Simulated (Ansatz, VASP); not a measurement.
MgZn4O: VASP beside Ansatz

```
CELL_PARAMETERS angstrom
5.00963 0.00000 0.00000
-2.50481 4.33847 0.00000
0.00000 0.00000 6.38105
ATOMIC_POSITIONS crystal
Mg 0.00000 0.00000 0.47935
Zn 0.50000 0.00000 0.84950
Zn 0.00000 0.50000 0.84950
Zn 0.50000 0.50000 0.84950
Zn 0.00000 0.00000 0.08519
O 0.00000 0.00000 0.77450
```

Alike in both runs: functional PBE; k mesh 5 × 5 × 3; occupations gaussian, width 0.2 eV; no spin polarisation.

Ansatz relaxed the structure, and its values are those at the end. VASP's run is a single point on that final structure, the one shown.

|  | VASP | Ansatz |
| --- | --- | --- |
| version | VASP 6.6.1 | Ansatz 0.2.0 |
| potentials or method | VASP PAW PBE potentials, release 64 (Mg, Zn, O), cutoff 520 eV | scalar-relativistic, plane waves, PAW |
| valence electrons in the cell | 56 | 64 |

```tsv
	VASP	Ansatz	Ansatz less VASP
gap on the k mesh at the Fermi level (eV)	none	none	-
pressure (GPa)	0.4	0.2	-0.14
rms of the force components (eV/Å)	0.028	0.019	-0.0086
```

A gap of «none» marks a metal or a gap that the smearing closes. The functional is the same, so the differences come from potentials, cutoffs and numerics. VASP's potentials hold 56 valence electrons a cell and Ansatz's 64, so a difference there can come from the potentials and not from the codes.
